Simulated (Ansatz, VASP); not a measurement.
# One calculation of Sb, two programs

File INCAR:

```
SYSTEM = Sb
PREC = Accurate
ENCUT = 400
EDIFF = 1E-8
ISMEAR = -1
SIGMA = 0.05
LREAL = .False.
LASPH = .True.
NELM = 120
ALGO = Normal
ISIF = 2
LWAVE = .False.
LCHARG = .False.
GGA = PS
LEFG = .True.
NBANDS = 22
GGA_COMPAT = .False.
```

Contents of KPOINTS:

```
Automatic mesh
0
Gamma
  9 9 9
  0 0 0
```

The input POSCAR:

```
Sb
1.0
    2.1789009502      1.2579890502      3.7932688079
   -2.1789009502      1.2579890502      3.7932688079
    0.0000000000     -2.5159781002      3.7932688079
Sb
2
Direct
    0.2336400000      0.2336400000      0.2336400000
    0.7663600000      0.7663600000      0.7663600000
```

Input for Ansatz:

```yaml
crystal:
  lattice:
    - [2.1789009502, 1.2579890502, 3.7932688079]
    - [-2.1789009502, 1.2579890502, 3.7932688079]
    - [0.0, -2.5159781002, 3.7932688079]
  atoms:
    - { symbol: Sb, position: [0.23364, 0.23364, 0.23364] }
    - { symbol: Sb, position: [0.76636, 0.76636, 0.76636] }
kpoints:
  mp_grid: { grid: [9, 9, 9] }
scf:
  occupations: { method: fermi_dirac, width: 0.05 }
hamiltonian:
  xc: pbesol
  pseudopotentials: { kind: paw }
output:
  forces: true
  stress: true
  eigenvalues: true
  efg: { contact_densities: true }
  write_density: true
  write_potential: true
  elf: true
  volumetric_format: npy
```

Change from the starting cell: functional pbesol, volume scaled by 1.04, PAW files.

Alike in both runs: task electric field gradients; functional PBEsol; k mesh 9 × 9 × 9; occupations fermi-dirac, width 0.05 eV; no spin polarisation.

|  | VASP | Ansatz |
| --- | --- | --- |
| version | VASP 6.6.1 | Ansatz 0.2.0 |
| potentials or method | VASP PAW PBE potentials, release 64 (Sb_d_GW) | PAW with Ansatz's default frozen-core files, scalar-relativistic |
| plane-wave cutoff (eV) | 400 | 420 |
| valence electrons in the cell | 30 | 30 |

```tsv
	VASP	Ansatz	Ansatz less VASP
pressure (GPa)	-2.0	-1.7	+0.28
traceless stress, the component that is largest in VASP (GPa)	-0.05	-0.05	+0.001
rms of the force components (eV/Å)	0.028	0.028	+0.0004
size of Vzz on the site where it differs most (V/Å²)	44.9	46.2	+1.31
```

VASP's potentials were made for PBE, not for PBEsol. Atom by atom the forces differ by 0.000 eV/Å (rms over components). The functional is the same, so the differences come from potentials, cutoffs and numerics.

Neither program's run includes spin-orbit coupling.
